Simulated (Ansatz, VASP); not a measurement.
# One calculation of KCl, two programs

The input POSCAR:

```
KCl
1.0
    4.2514799181      0.0000000000      0.0000000000
   -2.1257399590      3.6818896127      0.0000000000
    0.0000000000      0.0000000000      7.4800921931
K Cl
2 2
Direct
    0.0000000000      0.0000000000      0.0000000000
    0.0000000000      0.0000000000      0.5000000000
    0.3333333333      0.6666666667      0.2500000000
    0.6666666667      0.3333333333      0.7500000000
```

File INCAR.step1:

```
ALGO     = Normal         # electronic algorithm
EDIFF    = 1E-4           # SCF threshold, eV
ENCUT    = 520            # plane-wave cutoff, eV
GGA      = PE             # functional
ISMEAR   = 0              # smearing method
LASPH    = T              # aspherical terms in the spheres
LCHARG   = F              # write CHGCAR
LREAL    = F              # projectors in reciprocal space
LWAVE    = T              # write WAVECAR
NBANDS   = 24             # bands
NELM     = 60             # most SCF steps
PREC     = Accurate       # precision mode
SIGMA    = 0.01           # smearing width, eV
```

INCAR.step2

```
ALGO     = Normal         # electronic algorithm
EDIFF    = 1E-7           # SCF threshold, eV
ENCUT    = 520            # plane-wave cutoff, eV
ISIF     = 2              # what is computed and relaxed
ISMEAR   = 0              # smearing method
ISTART   = 1            
LASPH    = T              # aspherical terms in the spheres
LCHARG   = T              # write CHGCAR
LELF     = T              # ELF
LMIXTAU  = T            
LREAL    = F              # projectors in reciprocal space
LVHAR    = T            
LWAVE    = F              # write WAVECAR
METAGGA  = R2SCAN         # meta-GGA
NBANDS   = 24             # bands
NELM     = 60             # most SCF steps
PREC     = Accurate       # precision mode
SIGMA    = 0.01           # smearing width, eV
```

File KPOINTS:

```
k-points
0
Gamma
  6 6 4
```

Input for Ansatz:

```yaml
crystal:
  lattice:
    - [4.2514799181, 0.0, 0.0]
    - [-2.125739959, 3.6818896127, 0.0]
    - [0.0, 0.0, 7.4800921931]
  atoms:
    - { symbol: K, position: [0.0, 0.0, 0.0] }
    - { symbol: K, position: [0.0, 0.0, 0.5] }
    - { symbol: Cl, position: [0.3333333333, 0.6666666667, 0.25] }
    - { symbol: Cl, position: [0.6666666667, 0.3333333333, 0.75] }
kpoints:
  mp_grid: { grid: [6, 6, 4] }
hamiltonian:
  xc: r2scan
scf:
  occupations: { method: fixed }
  n_extra_bands: 5
output:
  forces: true
  stress: true
  eigenvalues: true
```

Alike in both runs: task single point; functional r2SCAN; k mesh 6 × 6 × 4; no spin polarisation.

```csv
,VASP,Ansatz
version,VASP 6.6.1,Ansatz 0.2.0
potentials or method,"VASP PAW PBE potentials, release 64 (K_sv, Cl)","plane waves, PAW"
plane-wave cutoff (eV),520,500
occupations,"gaussian, width 0.01 eV",fixed
valence electrons in the cell,32,32
```

Ansatz gave:

- gap on the k mesh at the Fermi level (eV): 5.99
- pressure (GPa): 1.4
- traceless stress, the component that is largest in VASP (GPa): 0.09

**Question.** Which values does VASP return?

**Answer.** gap on the k mesh at the Fermi level (eV): 5.99; pressure (GPa): 1.4; traceless stress, the component that is largest in VASP (GPa): 0.10.

VASP's potentials were made for PBE, not for r2SCAN.
